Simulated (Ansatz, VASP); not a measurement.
## In3Sb in VASP and in Ansatz

```
In Sb
1.0
     4.81631    0.00000    0.00000
     0.00000    4.81631    0.00000
     0.00000    0.00000    4.81631
In Sb
3 1
Direct
  0.50000 0.50000 0.00000
  0.50000 0.00000 0.50000
  0.00000 0.50000 0.50000
  0.00000 0.00000 0.00000
```

Alike in both runs: task single point; functional PBEsol; k mesh 10 × 10 × 10; occupations gaussian, width 0.1 eV; no spin polarisation.

|  | VASP | Ansatz |
| --- | --- | --- |
| version | VASP 6.6.1 | Ansatz 0.2.0 |
| potentials or method | VASP PAW PBE potentials, release 64 (In_d, Sb), cutoff 500 eV | scalar-relativistic, plane waves, PAW |
| valence electrons in the cell | 44 | 54 |

|  | VASP | Ansatz | Ansatz less VASP |
| --- | --- | --- | --- |
| gap on the k mesh at the Fermi level (eV) | none | none | - |
| pressure (GPa) | -2.3 | -2.3 | +0.04 |

VASP's potentials were made for PBE, not for PBEsol. A gap of «none» marks a metal or a gap that the smearing closes. The functional is the same, so the differences come from potentials, cutoffs and numerics. VASP's potentials hold 44 valence electrons a cell and Ansatz's 54, so a difference there can come from the potentials and not from the codes.

Spin-orbit coupling is off throughout.
